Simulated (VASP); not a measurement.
Write the native input for VASP 6.6.1 that does the following.

- Task: single point
- Functional: PBE
- Dispersion: D3(BJ)
- Potentials or basis: VASP PAW PBE potentials, release 64 (Mo_sv, S)
- Cutoff: 500 eV
- k mesh: 12 × 12 × 6
- Occupations: gaussian, width 0.05 eV
- Spin: no spin polarisation
- Dipole correction: no
- Further INCAR settings: ALGO = Normal; EDIFF = 1e-06; NBANDS = 20

The structure of MoS2 lies in POSCAR:

```
MoS2
1.0
    2.9912657361      0.0000000000      0.0000000000
   -1.4956328681      2.5905121169      0.0000000000
    0.0000000000      0.0000000000      6.4820728501
Mo S
1 2
Direct
    0.0000000000      0.0000000000      0.0000000000
    0.3333333333      0.6666666667      0.2357940733
    0.3333333333      0.6666666667      0.7642059267
```

These files were run (other wordings do the same):

INCAR

```
SYSTEM = MoS2
PREC = Accurate ; ENCUT = 500
EDIFF = 1E-6 ; ISMEAR = 0
SIGMA = 0.05 ; LREAL = .FALSE.
LASPH = .TRUE. ; NELM = 120
ALGO = Normal ; ISIF = 2
LWAVE = .FALSE. ; LCHARG = .TRUE.
GGA = PE ; IVDW = 12
LELF = .TRUE. ; LVHAR = .TRUE.
NBANDS = 20 ; GGA_COMPAT = .FALSE.
```

KPOINTS

```
Automatic mesh
0
G
  12 12 6
  0 0 0
```

Potentials or basis: VASP PAW PBE potentials, release 64 (Mo_sv, S).

The run is started by

```sh
$ cat potpaw_PBE.64/Mo_sv/POTCAR potpaw_PBE.64/S/POTCAR > POTCAR
$ mpirun -np 1 vasp_std > vasp.out
```

Results of the run:

* Pressure: 23.2 GPa
* Largest force: 2.092 eV/Å
* Band gap on the k mesh: 1.35 eV (least direct gap 2.25 eV)
* Dispersion energy per atom: -0.453 eV

Caveat: the cell stands under pressure; forces of over 1 eV/Å act on the atoms, so gaps and moduli don't describe the material at rest.

Run time: 53 s on 1 thread of Intel Xeon 8259CL (shared host), peak memory 0.22 GiB.
